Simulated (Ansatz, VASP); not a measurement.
One calculation of Sc, two programs

```
Sc
1.0
     0.00000    2.25526    2.25526
     2.25526    0.00000    2.25526
     2.25526    2.25526    0.00000
Sc
1
Direct
  0.00000 0.00000 0.00000
```

Change from the starting cell: volume scaled by 0.98, crystal datasets.

Alike in both runs: task electric field gradients; functional PBEsol; k mesh 12 × 12 × 12; occupations fermi-dirac, width 0.03 eV; no spin polarisation.

|  | VASP | Ansatz |
| --- | --- | --- |
| version | VASP 6.6.1 | Ansatz 0.2.0 |
| potentials or method | VASP PAW PBE potentials, release 64 (Sc_sv), cutoff 520 eV | all-electron PAW with datasets made for the crystal, scalar-relativistic |

|  | VASP | Ansatz | Ansatz less VASP |
| --- | --- | --- | --- |
| pressure (GPa) | 1.6 | 1.6 | 0.00 |

VASP's potentials were made for PBE, not for PBEsol. Ansatz ran all-electron here, and VASP with PAW potentials.
